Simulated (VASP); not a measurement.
Set up this calculation in VASP 6.6.1, as the native input.

| Item | Value |
| --- | --- |
| Task | single point |
| Functional | PBE |
| Potentials or basis | VASP PAW PBE potentials, release 64 (Al, P) |
| Cutoff | 500 eV |
| k mesh | 8 × 8 × 8 |
| Occupations | gaussian, width 0.02 eV |
| Spin | no spin polarisation |
| Dipole correction | no |
| Further INCAR settings | ALGO = Normal; EDIFF = 1e-06; NBANDS = 11 |

The structure of AlP (v.bA) lies in POSCAR:

```
AlP
1.0
    0.0000000000      2.7534771643      2.7534771643
    2.7534771643      0.0000000000      2.7534771643
    2.7534771643      2.7534771643      0.0000000000
Al P
1 1
Direct
    0.0000000000      0.0000000000      0.0000000000
    0.2500000000      0.2500000000      0.2500000000
```

One way to write it, as run:

INCAR

```
SYSTEM = AlP
  PREC = Accurate
  ENCUT = 500
  EDIFF = 1E-6
  ISMEAR = 0
  SIGMA = 0.02
  LREAL = .False.
  LASPH = .True.
  NELM = 120
  ALGO = Normal
  ISIF = 2
  LWAVE = .False.
  LCHARG = .False.
  GGA = PE
  NBANDS = 11
  GGA_COMPAT = .False.
```

KPOINTS

```
regular mesh
0
Gamma
  8 8 8
  0 0 0
```

Potentials or basis: VASP PAW PBE potentials, release 64 (Al, P).

The run is started by

```sh
$ cat potpaw_PBE.64/Al/POTCAR potpaw_PBE.64/P/POTCAR > POTCAR
$ mpirun -np 1 vasp_std > vasp.out
```

Results of the run:

- Pressure: -0.1 GPa
- Band gap on the k mesh: 1.63 eV, indirect (least direct gap 3.09 eV)

It took 8.9 s on 1 thread of Intel(R) Xeon(R) Platinum 8259CL CPU @ 2.50GHz (Skylake/Cascade Lake), with other jobs on the host, peak memory 0.15 GiB.
